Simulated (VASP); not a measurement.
Set up this calculation in VASP 6.6.1, as the native input.

```
Task                   : relaxation of cell and atoms
Functional             : PBE
Potentials or basis    : VASP PAW PBE potentials, release 64 (Sc_sv, Cr_pv)
Cutoff                 : 600 eV
k mesh                 : 12 × 12 × 10
Occupations            : gaussian, width 0.1 eV
Spin                   : no spin polarisation
Dipole correction      : no
Further INCAR settings : ALGO = Fast; EDIFF = 1e-06; IBRION = 2; EDIFFG = -0.01; NSW = 100; ISIF = 3
```

The structure of ScCr2 lies in POSCAR:

```
ScCr2
1.0
    3.5951427670      0.0000000000      0.0000000000
   -1.7975713835      3.1134849664      0.0000000000
    0.0000000000      0.0000000000      4.5010173044
Sc Cr
1 2
Direct
    0.0000000000      0.0000000000      0.0000000000
    0.3333333333      0.6666666667      0.5000000000
    0.6666666667      0.3333333333      0.5000000000
```

These files were run (other wordings do the same):

INCAR

```
PREC = Accurate ; ENCUT = 600
EDIFF = 1E-6 ; ISMEAR = 0
SIGMA = 0.1 ; LREAL = False
LASPH = True ; NELM = 60
ALGO = Fast ; ISIF = 3
LWAVE = False ; LCHARG = False
GGA = PE ; IBRION = 2
NSW = 100 ; EDIFFG = -0.01
```

KPOINTS

```
Automatic mesh
0
Gamma
  12 12 10
```

Potentials or basis: VASP PAW PBE potentials, release 64 (Sc_sv, Cr_pv).

Launch:

```sh
$ cat potpaw_PBE.64/Sc_sv/POTCAR potpaw_PBE.64/Cr_pv/POTCAR > POTCAR
$ mpirun -np 1 vasp_std > vasp.out
```

It gave:

```yaml
Energy_gained_by_relaxing: 2.2 meV/atom
Ionic_steps: 5
Pressure_after_relaxing: 0.0 GPa
Band_gap_on_the_k_mesh: zero (an odd number of electrons rules out a gap without spin polarisation)
```

Caveat: the run has no spin polarisation, though such a crystal can be magnetic.

Wall time 7.7 min on 1 thread of Intel(R) Xeon(R) Platinum 8488C (Sapphire Rapids), with other jobs on the host, peak memory 0.29 GiB.
